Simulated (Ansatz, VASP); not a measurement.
Pt: VASP beside Ansatz

```
Pt
1.0
    -1.55192    1.55192    1.55192
     1.55192   -1.55192    1.55192
     1.55192    1.55192   -1.55192
Pt
1
Direct
  0.00000 0.00000 0.00000
```

Alike in both runs: functional LDA; k mesh 19 × 19 × 19; occupations fermi-dirac, width 0.05 eV; non-collinear spin, spin-orbit coupling.

Ansatz relaxed the structure, and its values are those at the end. VASP's run is a single point on that final structure, the one shown.

|  | VASP | Ansatz |
| --- | --- | --- |
| version | VASP 6.6.1 | Ansatz 0.2.0 |
| potentials or method | VASP PAW LDA potentials, release 64 (Pt) | PAW with Ansatz's default frozen-core files, fully relativistic files with spin-orbit coupling |
| plane-wave cutoff (eV) | 520 | 420 |
| valence electrons in the cell | 10 | 18 |

VASP gave:

```
pressure (GPa)           : 0.9
net moment per atom (μB) : 0.00
```

**Question.** What did Ansatz give for the same quantities?

**Answer.** Pressure (GPa): 0.0; net moment per atom (μB): 0.00.

LDA's correlation is that of Perdew and Zunger in VASP and of Perdew and Wang (1992) in Ansatz. VASP's potentials hold 10 valence electrons a cell and Ansatz's 18, so a difference there can come from the potentials and not from the codes.
